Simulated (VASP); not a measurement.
Input of a VASP 6.6.1 run:

Contents of INCAR:

```
ALGO = Fast
EDIFF = 1E-6
EDIFFG = -0.001
ENCUT = 600
IBRION = 2
ISIF = 4
ISMEAR = -1
LASPH = T
LCHARG = F
LREAL = F
LWAVE = F
NELM = 60
NSW = 80
PREC = Accurate
SIGMA = 0.15
```

KPOINTS

```
k-points
0
Gamma
  12 12 12
```

File POSCAR:

```
YHg2
1.0
    4.8219772630      0.0000000000      0.0000000000
   -2.4109886315      4.1759548062      0.0000000000
    0.0000000000      0.0000000000      3.3797300865
Y Hg
1 2
Direct
    0.0000000000      0.0000000000      0.0000000000
    0.3333333333      0.6666666667      0.5000000000
    0.6666666667      0.3333333333      0.5000000000
```

Potentials or basis: VASP PAW LDA potentials, release 64 (Y_sv, Hg).

The run is started by

```bash
$ cat potpaw_LDA.64/Y_sv/POTCAR potpaw_LDA.64/Hg/POTCAR > POTCAR
$ mpirun -np 1 vasp_std > vasp.out
```

Q: Estimate the band gap on the k mesh.

A: Zero (an odd number of electrons rules out a gap without spin polarisation).

Final structure:
```
CELL_PARAMETERS angstrom
4.82055 0.00000 0.00000
-2.41027 4.17472 0.00000
0.00000 0.00000 3.38174
ATOMIC_POSITIONS crystal
Y 0.00000 0.00000 0.00000
Hg 0.33333 0.66667 0.50000
Hg 0.66667 0.33333 0.50000
```

Caveat: spin-orbit coupling is left out, which moves the levels of the heavy elements.
